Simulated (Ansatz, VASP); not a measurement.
**Two plane-wave programs on Au**

```xyz
1
Lattice="-1.6377 1.6377 1.5967 1.6377 -1.6377 1.5967 1.6377 1.6377 -1.5967" Properties=species:S:1:pos:R:3 pbc="T T T"
Au    0.0000    0.0000    0.0000
```

Change from the starting cell: strain +0.000 along x and y, -0.025 along z, atoms carried along.

Alike in both runs: task single point; functional r2SCAN; k mesh 26 × 26 × 26; occupations gaussian, width 0.15 eV; no spin polarisation.

|  | VASP | Ansatz |
| --- | --- | --- |
| version | VASP 6.6.1 | Ansatz 0.2.0 |
| potentials or method | VASP PAW PBE potentials, release 64 (Au), cutoff 520 eV | scalar-relativistic, plane waves, PAW |
| valence electrons in the cell | 11 | 19 |

```tsv
	VASP	Ansatz	Ansatz less VASP
gap on the k mesh at the Fermi level (eV)	none	none	-
pressure (GPa)	4.7	4.4	-0.34
traceless stress, the component that is largest in VASP (GPa)	-0.11	-0.10	+0.007
```

VASP's potentials were made for PBE, not for r2SCAN. A gap of «none» marks a metal or a gap that the smearing closes. VASP's potentials hold 11 valence electrons a cell and Ansatz's 19, so a difference there can come from the potentials and not from the codes.

Spin-orbit coupling is off throughout.
